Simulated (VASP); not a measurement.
A run of VASP 6.6.1:

Contents of INCAR:

```
SYSTEM = KCl
  PREC = Accurate
  ENCUT = 600
  EDIFF = 1E-7
  ISMEAR = 0
  SIGMA = 0.01
  LREAL = .False.
  LASPH = .True.
  NELM = 80
  ALGO = Normal
  ISIF = 3
  LWAVE = .False.
  LCHARG = .False.
  GGA = PE
  IVDW = 12
  IBRION = 2
  NSW = 80
  EDIFFG = -0.01
```

Contents of KPOINTS:

```
Automatic mesh
0
Gamma
  4 4 4
  0 0 0
```

Contents of POSCAR:

```
KCl
1.0
    0.0000000000      3.1464700000      3.1464700000
    3.1464700000      0.0000000000      3.1464700000
    3.1464700000      3.1464700000      0.0000000000
K Cl
1 1
Direct
    0.0000000000      0.0000000000      0.0000000000
    0.5000000000      0.5000000000      0.5000000000
```

Potentials or basis: VASP PAW PBE potentials, release 64 (K_sv, Cl).

The run is started by

```console
$ cat potpaw_PBE.64/K_sv/POTCAR potpaw_PBE.64/Cl/POTCAR > POTCAR
$ mpirun -np 1 vasp_std > vasp.out
```

Hardware: 1 thread of AMD EPYC 7R43 64-Core Processor (Zen 3), on a shared host.

Problem. How long does it take, and how much memory?

Solution. Run time: 37 s on 1 thread of AMD EPYC 7R43 64-Core Processor (Zen 3) (shared host), peak memory 0.18 GiB. Counts: scf iterations 32, k points 8, ion steps 3.
